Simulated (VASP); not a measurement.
The system is In.

```
CELL_PARAMETERS angstrom
-1.69471 1.69471 2.29737
1.69471 -1.69471 2.29737
1.69471 1.69471 -2.29737
ATOMIC_POSITIONS crystal
In 0.00000 0.00000 0.00000
```

- Program: VASP 6.6.1
- Task: relaxation of cell and atoms
- Functional: PBE
- Potentials or basis: VASP PAW PBE potentials, release 64 (In_d)
- Cutoff: 600 eV
- k mesh: 18 × 18 × 18
- Occupations: gaussian, width 0.1 eV
- Spin: no spin polarisation

At the start: pressure 1.5 GPa; volume 26.39 Å³/atom.

Where does the relaxation end?

Over 20 steps the energy falls by 6.6 meV/atom and the volume is 27.48 Å³/atom (+4.1 %); space group I4/mmm (No. 139, to 0.1 Å) before, Fm-3m (No. 225, to 0.1 Å).

The path:
| step | energy change (eV) | largest force (eV/Å) | pressure (GPa) | volume (Å³) |
| --- | --- | --- | --- | --- |
| 1 | 0.0000 | 0.0000 | 1.54 | 26.39 |
| 2 | -0.0053 | 0.0000 | 0.09 | 27.38 |
| 3 | -0.0054 | 0.0000 | -0.01 | 27.46 |
| 4 | -0.0054 | 0.0000 | -0.02 | 27.48 |
| 5 | -0.0054 | 0.0000 | -0.09 | 27.52 |
| 6 | -0.0057 | 0.0000 | -0.08 | 27.53 |
| 7 | -0.0064 | 0.0000 | -0.12 | 27.56 |
| 8 | -0.0063 | 0.0000 | -0.17 | 27.61 |
| 9 | -0.0066 | 0.0000 | -0.06 | 27.58 |
| 10 | -0.0066 | 0.0000 | -0.14 | 27.59 |
| 11 | -0.0066 | 0.0000 | 0.15 | 27.38 |
| 12 | -0.0066 | 0.0000 | -0.03 | 27.48 |
| 13 | -0.0066 | 0.0000 | 0.04 | 27.46 |
| 14 | -0.0066 | 0.0000 | 0.02 | 27.47 |
| 15 | -0.0066 | 0.0000 | 0.01 | 27.47 |
| 16 | -0.0066 | 0.0000 | 0.00 | 27.49 |
| 17 | -0.0066 | 0.0000 | -0.03 | 27.50 |
| 18 | -0.0066 | 0.0000 | -0.01 | 27.49 |
| 19 | -0.0066 | 0.0000 | -0.01 | 27.49 |
| 20 | -0.0066 | 0.0000 | 0.00 | 27.48 |

Final structure:
```yaml
crystal:
  lattice:
    - [-1.69491, 1.69491, 2.39121]
    - [1.69491, -1.69491, 2.39121]
    - [1.69491, 1.69491, -2.39121]
  atoms:
    - { symbol: In, position: [0.00000, 0.00000, 0.00000] }
```
